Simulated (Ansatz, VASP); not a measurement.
Pt: VASP beside Ansatz

```xyz
2
Lattice="2.7933 0.0000 0.0000 -1.3966 2.4191 0.0000 0.0000 0.0000 4.4715" Properties=species:S:1:pos:R:3 pbc="T T T"
Pt    1.3966    0.8064    3.3536
Pt    0.0000    1.6127    1.1179
```

Change from the starting cell: strain +0.025 along x and y, -0.050 along z, atoms carried along.

Alike in both runs: task single point; functional PBEsol; k mesh 24 × 24 × 14; occupations gaussian, width 0.15 eV; no spin polarisation.

|  | VASP | Ansatz |
| --- | --- | --- |
| version | VASP 6.6.1 | Ansatz 0.2.0 |
| potentials or method | VASP PAW PBE potentials, release 64 (Pt), cutoff 520 eV | scalar-relativistic, plane waves, PAW |
| valence electrons in the cell | 20 | 36 |

Ansatz gave:

* gap on the k mesh at the Fermi level (eV): none
* pressure (GPa): 0.8
* traceless stress, the component that is largest in VASP (GPa): 7.23

Problem. Which values does VASP return?

Solution. gap on the k mesh at the Fermi level (eV): none; pressure (GPa): 0.4; traceless stress, the component that is largest in VASP (GPa): 7.17.

VASP's potentials were made for PBE, not for PBEsol. A gap of «none» marks a metal or a gap that the smearing closes. The functional is the same, so the differences come from potentials, cutoffs and numerics. VASP's potentials hold 20 valence electrons a cell and Ansatz's 36, so a difference there can come from the potentials and not from the codes.

Spin-orbit coupling is off throughout.
